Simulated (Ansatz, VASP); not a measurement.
## One calculation of Ca, two programs

```
Ca
1.0
     0.00000    2.81370    2.81370
     2.81370    0.00000    2.81370
     2.81370    2.81370    0.00000
Ca
1
Direct
  0.00000 0.00000 0.00000
```

Alike in both runs: task single point; functional r2SCAN; k mesh 14 × 14 × 14; occupations gaussian, width 0.1 eV; no spin polarisation.

```csv
,VASP,Ansatz
version,VASP 6.6.1,Ansatz 0.2.0
potentials or method,"VASP PAW PBE potentials, release 64 (Ca_sv), cutoff 520 eV","scalar-relativistic, plane waves, PAW"
valence electrons in the cell,10,10
```

```tsv
	VASP	Ansatz	Ansatz less VASP
gap on the k mesh at the Fermi level (eV)	none	none	-
pressure (GPa)	-0.5	-0.5	-0.04
```

VASP's potentials were made for PBE, not for r2SCAN. A gap of «none» marks a metal or a gap that the smearing closes. The functional is the same, so the differences come from potentials, cutoffs and numerics.
